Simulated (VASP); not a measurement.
Here is a VASP 6.6.1 calculation.

INCAR

```
SYSTEM = AlRu
PREC = Accurate ; ENCUT = 520
EDIFF = 1E-6 ; ISMEAR = 0
SIGMA = 0.15 ; LREAL = .False.
LASPH = .True. ; NELM = 100
ALGO = Fast ; ISIF = 2
LWAVE = .False. ; LCHARG = .False.
GGA = PS ; NBANDS = 16
```

File KPOINTS:

```
Automatic mesh
0
Gamma
  20 20 20
  0 0 0
```

File POSCAR:

```
AlRu
1.0
    2.8871155871      0.0000000000      0.0000000000
    0.0000000000      2.8871155871      0.0000000000
    0.0000000000      0.0000000000      3.0657000565
Al Ru
1 1
Direct
    0.0000000000      0.0000000000      0.0000000000
    0.5000000000      0.5000000000      0.5000000000
```

Potentials or basis: VASP PAW PBE potentials, release 64 (Al, Ru_pv).

The run is started by

```bash
$ cat potpaw_PBE.64/Al/POTCAR potpaw_PBE.64/Ru_pv/POTCAR > POTCAR
$ mpirun -np 1 vasp_std > vasp.out
```

**Question.** What does it give for the pressure?

**Answer.** 8.0 GPa.

**Question.** Estimate the band gap on the k mesh.

**Answer.** Zero (an odd number of electrons rules out a gap without spin polarisation).

Stress tensor (GPa, compression positive):
```
11.72  0.00  0.00
 0.00 11.72  0.00
 0.00  0.00  0.42
```

Caveat: the cell differs from its parent crystal (strain -0.030 along x and y, +0.030 along z); the cell stands under pressure; the PAW data sets were made with another functional, which shifts forces and pressure a little.
